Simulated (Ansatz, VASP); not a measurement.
## AlN: VASP beside Ansatz

```
CELL_PARAMETERS angstrom
3.04878 0.00000 0.00000
-1.52439 2.64032 0.00000
0.00000 0.00000 4.97800
ATOMIC_POSITIONS crystal
Al 0.33333 0.66667 0.00000
Al 0.66667 0.33333 0.50000
N 0.33333 0.66667 0.38500
N 0.66667 0.33333 0.88500
```

Change from the starting cell: equal xx and yy strain of -2 %.

Alike in both runs: task single point; functional PBE; k mesh 11 × 11 × 6; occupations fermi-dirac, width 0.02 eV; no spin polarisation.

|  | VASP | Ansatz |
| --- | --- | --- |
| version | VASP 6.6.1 | Ansatz 0.2.0 |
| potentials or method | VASP PAW PBE potentials, release 64 (Al, N), cutoff 520 eV | all-electron LAPW, scalar-relativistic |

```csv
,VASP,Ansatz,Ansatz less VASP
gap on the k mesh at the Fermi level (eV),4.57,4.57,-0.006
pressure (GPa),13.4,13.5,+0.12
"traceless stress, the component that is largest in VASP (GPa)",-7.84,-7.81,+0.031
rms of the force components (eV/Å),0.256,0.256,-0.0004
```

Atom by atom the forces differ by 0.000 eV/Å (rms over components). Ansatz ran all-electron here, and VASP with PAW potentials.
